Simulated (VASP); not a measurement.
# Si: single point with PBE

The system is Si.

```xyz
8
Lattice="3.8200 0.0000 0.0000 -1.9100 3.3082 0.0000 0.0000 0.0000 12.5480" Properties=species:S:1:pos:R:3 pbc="T T T"
Si    0.0000    0.0000    0.0063
Si    0.0000    2.2055    3.1326
Si    0.0000    0.0000    6.2803
Si    1.9100    1.1027    9.4066
Si    0.0000    0.0000    2.3465
Si    0.0000    2.2055    5.4941
Si    0.0000    0.0000    8.6204
Si    1.9100    1.1027   11.7681
```

This isn't the form of Si at room conditions, which is diamond.

```
Program             : VASP 6.6.1
Task                : single point
Functional          : PBE
Potentials or basis : VASP PAW PBE potentials, release 64 (Si)
Cutoff              : 520 eV
k mesh              : 6 × 6 × 2
Occupations         : gaussian, width 0.01 eV
Spin                : no spin polarisation
```

| Property | Result |
| --- | --- |
| Pressure | 2.9 GPa |
| Largest force | 0.006 eV/Å |
| Band gap on the k mesh | 0.54 eV (least direct gap 1.32 eV) |

Forces on the atoms (eV/Å):
```
Si   0.000  0.000 -0.006
Si   0.000  0.000 -0.001
Si   0.000  0.000 -0.006
Si   0.000  0.000 -0.001
Si   0.000  0.000  0.006
Si   0.000  0.000  0.001
Si   0.000  0.000  0.006
Si   0.000  0.000  0.001
```

Stress tensor (GPa, compression positive):
```
2.94 0.00 0.00
0.00 2.94 0.00
0.00 0.00 2.70
```

Levels at points of the mesh, in eV from the valence-band top:
```csv
k point,band 14,band 15,band 16,band 17,band 18,band 19
"(0.00, 0.00, 0.00)",-0.16,0.00,0.00,1.32,1.78,2.18
"(0.50, 0.00, 0.00)",-2.24,-1.73,-1.32,0.54,0.76,1.12
"(0.00, 0.00, 0.50)",-0.31,-0.31,-0.31,1.48,1.48,2.59
"(0.50, 0.00, 0.50)",-2.50,-1.68,-1.68,0.74,0.74,1.95
```

Wall time 34 s on 1 thread of Intel(R) Xeon(R) 6975P-C (Granite Rapids), with other jobs on the host, peak memory 0.25 GiB.

A k mesh can miss the band edges.
